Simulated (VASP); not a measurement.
Write the native input for VASP 6.6.1 that does the following.

```
Task                   : single point
Functional             : PBE
Potentials or basis    : VASP PAW PBE potentials, release 64 (Zn, Pt, C, N)
Cutoff                 : 520 eV
k mesh                 : 3 × 3 × 3
Occupations            : methfessel-paxton, width 0.15 eV
Spin                   : no spin polarisation
Dipole correction      : no
Further INCAR settings : ALGO = Normal; EDIFF = 1e-07; NBANDS = 51
```

The structure of ZnPtC6N6 lies in POSCAR:

```
ZnPtC6N6
1.0
   -0.0069816600      5.3479473400      5.3347736600
    5.3267702100     -0.0075500100      5.3353420100
    5.3238784000      5.3456238800     -0.0046582000
Zn Pt C N
1 1 6 6
Direct
    0.4970821858      0.5261952315      0.4848387174
    0.9924770573      0.0138239968      0.9864785572
    0.1909553138      0.1857402129      0.8191875216
    0.7927615360      0.8175654157      0.2033980886
    0.8096505197      0.1890896632      0.1958460433
    0.2022098880      0.8056304953      0.8040037575
    0.1993571207      0.8089790524      0.1715340318
    0.8123620545      0.1987856293      0.7900068242
    0.2941509652      0.3047557391      0.7223647087
    0.6870905413      0.7111160357      0.3146669010
    0.6822140165      0.2937171862      0.3048405517
    0.3090284311      0.6986615924      0.7001156853
    0.3106624790      0.6930562608      0.2688148355
    0.6852206412      0.2965190973      0.7047410931
```

One way to write it, as run:

INCAR

```
SYSTEM = ZnPtC6N6
  PREC = Accurate
  ENCUT = 520
  EDIFF = 1E-7
  ISMEAR = 1
  SIGMA = 0.15
  LREAL = .FALSE.
  LASPH = .TRUE.
  NELM = 80
  ALGO = Normal
  ISIF = 2
  LWAVE = .FALSE.
  LCHARG = .FALSE.
  GGA = PE
  NBANDS = 51
```

KPOINTS

```
Automatic mesh
0
G
  3 3 3
  0 0 0
```

Potentials or basis: VASP PAW PBE potentials, release 64 (Zn, Pt, C, N).

Command:

```sh
$ cat potpaw_PBE.64/Zn/POTCAR potpaw_PBE.64/Pt/POTCAR potpaw_PBE.64/C/POTCAR potpaw_PBE.64/N/POTCAR > POTCAR
$ mpirun -np 1 vasp_std > vasp.out
```

Results of the run:

| Item | Value |
| --- | --- |
| Pressure | 1.6 GPa |
| Largest force | 6.639 eV/Å |
| Band gap on the k mesh | 4.53 eV (least direct gap 4.60 eV) |

Caveat: spin-orbit coupling is left out, which moves the levels of the heavy elements; an odd mesh through Γ misses points on the zone boundary, where band edges can lie; forces of over 1 eV/Å act on the atoms, so gaps and moduli don't describe the material at rest.

It took 14 min on 1 thread of AMD EPYC 9755 128-Core Processor (shared host), peak memory 0.53 GiB.
